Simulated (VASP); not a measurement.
Here is a VASP 6.6.1 calculation.

INCAR

```
SYSTEM = BP
PREC     = Accurate       ! precision mode
ENCUT    = 520            ! plane-wave cutoff, eV
EDIFF    = 1E-6           ! SCF threshold, eV
ISMEAR   = 0              ! smearing method
SIGMA    = 0.01           ! smearing width, eV
LREAL    = .FALSE.        ! projectors in reciprocal space
LASPH    = .TRUE.         ! aspherical terms in the spheres
NELM     = 60             ! most SCF steps
ALGO     = Normal         ! electronic algorithm
ISIF     = 2              ! what is computed and relaxed
LWAVE    = .FALSE.        ! write WAVECAR
LCHARG   = .TRUE.         ! write CHGCAR
GGA      = PS             ! functional
LELF     = .TRUE.         ! ELF
LVHAR    = .TRUE.       
NBANDS   = 11             ! bands
```

Contents of KPOINTS:

```
Automatic mesh
0
G
  10 10 10
  0 0 0
```

POSCAR

```
BP
1.0
    0.0000000000      2.2514062655      2.2514062655
    2.2514062655      0.0000000000      2.2514062655
    2.2514062655      2.2514062655      0.0000000000
B P
1 1
Direct
    0.0000000000      0.0000000000      0.0000000000
    0.7500000000      0.7500000000      0.7500000000
```

Potentials or basis: VASP PAW PBE potentials, release 64 (B, P).

The run is started by

```sh
$ cat potpaw_PBE.64/B/POTCAR potpaw_PBE.64/P/POTCAR > POTCAR
$ mpirun -np 1 vasp_std > vasp.out
```

Question: What does it give for the band gap on the k mesh?

Answer: 1.10 eV, indirect (least direct gap 3.39 eV).

Question: Predict the pressure.

Answer: 2.1 GPa.

Caveat: the PAW data sets were made with another functional, which shifts forces and pressure a little. A k mesh can miss the band edges.
